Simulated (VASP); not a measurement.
# MgO (Cmcm) in VASP: notebook

Runs on MgO. Level: PBEsol. Tasks: single point.

Program: VASP 6.6.1. These are calculated values, not measurements. Logs are shortened: lines on timing, memory, paths and dates and some standing lists are left out, and cuts for length are marked.

### Step 1. The cell of the first run

The structure is orthorhombic, space group Cmcm (No. 63). Conventional cell: a = 4.214 Å, b = 4.214 Å, c = 4.214 Å, α = 90.00°, β = 90.00°, γ = 90.00°. Within 2.6 Å of Mg (site symmetry m2m) lie 6 O at 1.98 to 2.24 Å and 2 Mg at 2.59 Å. O (site symmetry m2m) has 6 Mg at 1.98 to 2.24 Å within 2.6 Å.

### Step 2. Single point, PBEsol (mode 4 (284.4 1/cm) frozen in, largest displacement -0.300 Å)

INCAR reads:

```
PREC = Accurate
ENCUT = 520
EDIFF = 1E-6
ISMEAR = 0
SIGMA = 0.05
LREAL = False
LASPH = True
NELM = 100
ALGO = Normal
ISIF = 2
LWAVE = False
LCHARG = False
GGA = PS
NBANDS = 16
```

KPOINTS reads:

```
Automatic mesh
0
Gamma
  8 8 6
```

POSCAR reads:

```
MgO
1.0
    0.0000000000     -2.1071057205     -2.1071057205
    0.0000000000      2.1071057205     -2.1071057205
    4.2142114411      0.0000000000      0.0000000000
Mg O
2 2
Direct
    0.5711876953      0.4288123047      0.5000000000
   -0.0711876953      0.0711876953      0.0000000000
    0.4601063216      0.5398936784      0.0000000000
    0.0398936784     -0.0398936784      0.5000000000
```

Potentials or basis: VASP PAW PBE potentials, release 64 (Mg, O).

The run is started by

```sh
$ cat potpaw_PBE.64/Mg/POTCAR potpaw_PBE.64/O/POTCAR > POTCAR
$ mpirun -np 1 vasp_std > vasp.out
```

OUTCAR:

```text
PREC = Accurate
   ENCUT = 520
   EDIFF = 1E-6
   ISMEAR = 0
   LREAL = False
   LASPH = True
   NELM = 100
   ISIF = 2
   GGA = PS

 ion  position               nearest neighbor table
   1  0.571  0.429  0.500-   4 1.98   4 2.11   4 2.11   3 2.16   3 2.16   4 2.24   2 2.59   2 2.59
                             2 3.04   2 3.04   2 3.04   2 3.04   2 3.43   2 3.43
   2  0.929  0.071  0.000-   3 1.98   3 2.11   3 2.11   4 2.16   4 2.16   3 2.24   1 2.59   1 2.59
                             1 3.04   1 3.04   1 3.04   1 3.04   1 3.43   1 3.43
   3  0.460  0.540  0.000-   2 1.98   2 2.11   2 2.11   1 2.16   1 2.16   2 2.24
   4  0.040  0.960  0.500-   1 1.98   1 2.11   1 2.11   2 2.16   2 2.16   1 2.24

  LATTYP: Found a simple tetragonal cell.
 ALAT       =     2.9798974873
 C/A-ratio  =     1.4142135624

  Lattice vectors:

 A1 = (   0.0000000000,  -2.1071057205,  -2.1071057205)
 A2 = (   0.0000000000,   2.1071057205,  -2.1071057205)
 A3 = (   4.2142114411,   0.0000000000,   0.0000000000)

Analysis of symmetry for initial positions (statically):
=====================================================================
 Subroutine PRICEL returns:
 Original cell was already a primitive cell.

 Routine SETGRP: Setting up the symmetry group for a
 simple tetragonal supercell.

 Subroutine GETGRP returns: Found  8 space group operations
 (whereof  4 operations were pure point group operations)
 out of a pool of 16 trial point group operations.

The static configuration has the point symmetry C_2v.
 The point group associated with its full space group is D_2h.

Analysis of symmetry for dynamics (positions and initial velocities):
=====================================================================
 Subroutine PRICEL returns:
 Original cell was already a primitive cell.

 Routine SETGRP: Setting up the symmetry group for a
 simple tetragonal supercell.

 Subroutine GETGRP returns: Found  8 space group operations
 (whereof  4 operations were pure point group operations)
 out of a pool of 16 trial point group operations.

The dynamic configuration has the point symmetry C_2v.
 The point group associated with its full space group is D_2h.

 Subroutine INISYM returns: Found  8 space group operations
 (whereof  4 operations are pure point group operations),
 and found     1 'primitive' translations

----------------------------------------------------------------------------------------

                                     Primitive cell

  volume of cell :      37.4213

  direct lattice vectors                    reciprocal lattice vectors
     0.000000000 -2.107105720 -2.107105720     0.000000000 -0.237292318 -0.237292318
     0.000000000  2.107105720 -2.107105720     0.000000000  0.237292318 -0.237292318
     4.214211441  0.000000000  0.000000000     0.237292318  0.000000000  0.000000000

  length of vectors
     2.979897487  2.979897487  4.214211441     0.335582014  0.335582014  0.237292318

  position of ions in fractional coordinates (direct lattice)
     0.571187695  0.428812305  0.500000000
     0.928812305  0.071187695  0.000000000
     0.460106322  0.539893678  0.000000000
     0.039893678  0.960106322  0.500000000

  ion indices of the primitive-cell ions
   primitive index   ion index
                 1           1
                 2           2
                 3           3
                 4           4

----------------------------------------------------------------------------------------

 KPOINTS: Automatic mesh

Automatic generation of k-mesh.
 Grid dimensions read from file:
 generate k-points for:    8    8    6

 Generating k-lattice:

  Cartesian coordinates                     Fractional coordinates (reciprocal lattice)
     0.000000000 -0.029661540 -0.029661540     0.125000000  0.000000000  0.000000000
     0.000000000  0.029661540 -0.029661540     0.000000000  0.125000000  0.000000000
     0.039548720  0.000000000  0.000000000     0.000000000  0.000000000  0.166666667

  Length of vectors
     0.041947752  0.041947752  0.039548720

  Shift w.r.t. Gamma in fractional coordinates (k-lattice)
     0.000000000  0.000000000  0.000000000

 Subroutine IBZKPT returns following result:
 ===========================================

 Found     84 irreducible k-points:

 Following reciprocal coordinates:
            Coordinates               Weight
  0.000000  0.000000  0.000000      1.000000
  0.125000  0.000000  0.000000      4.000000
  0.250000  0.000000  0.000000      4.000000
  0.375000  0.000000  0.000000      4.000000
  0.500000  0.000000  0.000000      2.000000
  0.125000  0.125000  0.000000      2.000000
[... 16 lines left out ...]
  0.125000  0.000000  0.166667      8.000000
  0.250000  0.000000  0.166667      8.000000
 [... further k-points ...]
   k-points           NKPTS =     84   k-points in BZ     NKDIM =     84   number of bands    NBANDS=     16
   number of dos      NEDOS =    301   number of ions     NIONS =      4
   total plane-waves  NPLWV =  18432
   dimension x,y,z NGX =    24 NGY =   24 NGZ =   32
   dimension x,y,z NGXF=    48 NGYF=   48 NGZF=   64
   ions per type =               2   2
   NGX,Y,Z   is equivalent  to a cutoff of  13.39, 13.39, 12.62 a.u.
   NGXF,Y,Z  is equivalent  to a cutoff of  26.78, 26.78, 25.25 a.u.
 SYSTEM =  unknown system
   PREC   = accura    normal or accurate (medium, high low for compatibility)
   ISTART =      0    job   : 0-new  1-cont  2-samecut
   ICHARG =      2    charge: 1-file 2-atom 10-const
   ISPIN  =      1    spin polarized calculation?
   LNONCOLLINEAR =      F non collinear calculations
   LSORBIT =      F    spin-orbit coupling
   LASPH  =      T    aspherical Exc in radial PAW
   ENCUT  =  520.0 eV  38.22 Ry    6.18 a.u.   5.54  5.54  7.84*2*pi/ulx,y,z
   NELM   =    100;   NELMIN=  2; NELMDL= -5     # of ELM steps
   EDIFF  = 0.1E-05   stopping-criterion for ELM
   LREAL  =      F    real-space projection
   EDIFFG = 0.1E-04   stopping-criterion for IOM
   NSW    =      0    number of steps for IOM
   IBRION =     -1    ionic relax: 0-MD 1-quasi-New 2-CG
   NFREE  =      0    steps in history (QN), initial steepest desc. (CG)
   ISIF   =      2    stress and relaxation
   ISYM   =      2    0-nonsym 1-usesym 2-fastsym
   POTIM  = 0.5000    time-step for ionic-motion
   TEBEG  =    0.0;   TEEND  =   0.0 temperature during run
   PSTRESS=    0.0 pullay stress
   NELECT =      16.0000    total number of electrons
   NUPDOWN=      -1.0000    fix difference up-down
   EMIN   =  10.00;   EMAX   =-10.00  energy-range for DOS
   EFERMI =   0.00;   METHOD = LEGACY
   ISMEAR =     0;   SIGMA  =   0.05  broadening in eV -4-tet -1-fermi 0-gaus
   EFERMI_NEDOS =   21; number of points for ismear=-14 and -15
   IALGO  =     38    algorithm
   IMIX   =      4    mixing-type and parameters
     AMIX     =   0.40;   BMIX     =  1.00
     AMIX_MAG =   1.60;   BMIX_MAG =  1.00
  volume/ion in A,a.u.               =       9.36        63.13
  Fermi-wavevector in a.u.,A,eV,Ry     =   1.233318  2.330634 20.695468  1.521074
  Thomas-Fermi vector in A             =   2.368053
   LORBIT       =      0    0 simple, 1 ext, 2 COOP (PROOUT), +10 PAW based schemes
   GGA     = PS    functional components
   LHFCALC =     F    Hartree Fock is set to
   AEXX    =    0.0000 exact exchange contribution
   IVDW    =     0    specifies the selected vdW correction
   LEPSILON=     F    determine dielectric tensor
   LRPA    =     F    only Hartree local field effects (RPA)
 non-spin polarized calculation
 Gauss-broadening in eV      SIGMA  =   0.05
  energy-cutoff  :      520.00
  volume of cell :       37.42
 maximum number of plane-waves:      1032
 NGX is ok and might be reduce to    24
   NGX = 11   NGY = 11   NGZ = 15

 number of electron      15.9999991 magnetization

 Free energy of the ion-electron system (eV)
  ---------------------------------------------------
  ext. energy  EPLUGINS =         0.00000000
  ---------------------------------------------------
  free energy    TOTEN  =       -24.21070496 eV

  energy without entropy =      -24.21070496  energy(sigma->0) =      -24.21070496

 E-fermi :   3.5237     XC(G=0): -11.3106

 val. band max:        3.2654093249   @ k =   0.0000   0.0000   0.0000
 cond. band min:       7.4605880106   @ k =   0.0000   0.0000   0.0000
 fundamental gap:      4.1951786857
 Fermi energy:         3.5236537308

 k-point     1 :       0.0000    0.0000    0.0000
  band No.  band energies     occupation
      1     -14.0833      2.00000
      2     -12.4564      2.00000
      3      -0.9908      2.00000
      4       1.7653      2.00000
      5       1.7995      2.00000
      6       3.0128      2.00000
[... 8 lines left out ...]
     15      20.2971      0.00000
     16      21.5320      0.00000

 k-point     2 :       0.1250    0.0000    0.0000
  band No.  band energies     occupation
      1     -13.9720      2.00000
      2     -12.4421      2.00000
      3      -0.8396      2.00000
      4       1.2928      2.00000
      5       1.8234      2.00000
      6       2.4032      2.00000
[... 8 lines left out ...]
     15      20.0559      0.00000
     16      21.1104      0.00000

 k-point     3 :       0.2500    0.0000    0.0000
  band No.  band energies     occupation
      1     -13.6678      2.00000
      2     -12.4346      2.00000
      3      -0.4036      2.00000
      4       0.3110      2.00000
      5       1.1934      2.00000
      6       1.9963      2.00000
[... 8 lines left out ...]
     15      20.4966      0.00000
     16      20.5555      0.00000

 k-point     4 :       0.3750    0.0000    0.0000
  band No.  band energies     occupation
      1     -13.2644      2.00000
      2     -12.5134      2.00000
      3      -0.4670      2.00000
      4       0.2096      2.00000
      5       0.2490      2.00000
      6       2.1094      2.00000
[... 8 lines left out ...]
     15      20.1808      0.00000
     16      21.5446      0.00000

 k-point     5 :       0.5000    0.0000    0.0000
  band No.  band energies     occupation
      1     -12.9922      2.00000
      2     -12.6472      2.00000
      3      -0.7327      2.00000
      4      -0.1876      2.00000
      5       0.7795      2.00000
      6       1.5789      2.00000
[... 8 lines left out ...]
     15      19.8750      0.00000
     16      22.1777      0.00000

 k-point     6 :       0.1250    0.1250    0.0000
  band No.  band energies     occupation
      1     -13.8661      2.00000
      2     -12.4275      2.00000
      3      -0.6891      2.00000
      4       1.1945      2.00000
      5       1.5315      2.00000
      6       2.0105      2.00000
[... 8 lines left out ...]
     15      19.4574      0.00000
     16      21.3994      0.00000
[... 267 lines left out ...]
 k-point    21 :       0.5000    0.5000    0.0000
  band No.  band energies     occupation
      1     -12.5251      2.00000
      2     -12.4363      2.00000
      3      -1.0349      2.00000
      4      -0.9413      2.00000
      5       1.5776      2.00000
      6       1.7530      2.00000
[... 8 lines left out ...]
     15      21.0258      0.00000
     16      21.8664      0.00000

 k-point    22 :       0.0000    0.0000    0.1667
  band No.  band energies     occupation
      1     -13.9831      2.00000
      2     -12.5752      2.00000
      3      -0.8189      2.00000
      4       1.8347      2.00000
      5       1.8734      2.00000
      6       2.7124      2.00000
[... 8 lines left out ...]
     15      20.2118      0.00000
     16      21.3182      0.00000

 k-point    23 :       0.1250    0.0000    0.1667
  band No.  band energies     occupation
      1     -13.8758      2.00000
      2     -12.5509      2.00000
      3      -0.7332      2.00000
      4       1.4379      2.00000
      5       1.8407      2.00000
      6       2.0231      2.00000
[... 8 lines left out ...]
     15      19.8554      0.00000
     16      21.1087      0.00000

 k-point    24 :       0.2500    0.0000    0.1667
  band No.  band energies     occupation
      1     -13.5847      2.00000
      2     -12.5145      2.00000
      3      -0.6462      2.00000
      4       0.7305      2.00000
      5       0.8577      2.00000
      6       2.0447      2.00000
[... 8 lines left out ...]
     15      19.8202      0.00000
     16      20.9839      0.00000

 [... further k-points ...]

------------------------ aborting loop because EDIFF is reached ----------------------------------------

  FORCE on cell =-STRESS in cart. coord.  units (eV):
  Direction    XX          YY          ZZ          XY          YZ          ZX
  --------------------------------------------------------------------------------------
  -------------------------------------------------------------------------------------
  Total        1.7483922      0.9876962     -1.1744345      0.0000000      0.0000000      0.0000000
  in kB       74.8566667     42.2877894    -50.2829107      0.0000000      0.0000000      0.0000000
  external PRESSURE =      22.2871818 kB  Pullay stress =       0.0000000 kB

 VOLUME and BASIS-vectors are now :
 -----------------------------------------------------------------------------
  energy-cutoff  :      520.00
  volume of cell :       37.42
      direct lattice vectors                 reciprocal lattice vectors
     0.000000000 -2.107105720 -2.107105720     0.000000000 -0.237292318 -0.237292318
     0.000000000  2.107105720 -2.107105720     0.000000000  0.237292318 -0.237292318
     4.214211441  0.000000000  0.000000000     0.237292318  0.000000000  0.000000000

 POSITION                                       TOTAL-FORCE (eV/Angst)
 -----------------------------------------------------------------------------------
      2.10711     -0.30000     -2.10711         0.000000      2.375957      0.000000
      0.00000     -1.80711     -2.10711         0.000000     -2.375957      0.000000
      0.00000      0.16812     -2.10711         0.000000     -0.707751      0.000000
      2.10711      1.93899     -2.10711         0.000000      0.707751      0.000000
 -----------------------------------------------------------------------------------
    total drift:                                0.000000      0.000000     -0.000000

  FREE ENERGIE OF THE ION-ELECTRON SYSTEM (eV)
  ---------------------------------------------------
  free  energy   TOTEN  =       -24.2107049621 eV

  energy  without entropy=      -24.2107049621  energy(sigma->0) =      -24.21070496
```

It took 14 s on 1 thread of Intel Xeon 6975P-C (Granite Rapids), shared host; peak memory 0.17 GiB.

What came out:

* Free energy: -24.2107 eV
* Pressure: 2.2 GPa
* Largest force: 2.376 eV/Å
* Band gap on the k mesh: 4.20 eV, direct

Forces on the atoms (eV/Å):
```
Mg   0.000  2.376  0.000
Mg   0.000 -2.376  0.000
O    0.000 -0.708  0.000
O    0.000  0.708  0.000
```

Caveat: the cell differs from its parent crystal (mode 4 (284.4 1/cm) frozen in, largest displacement -0.300 Å); the PAW data sets were made with another functional, which shifts forces and pressure a little.

(Part 1 of 3 ends here.)
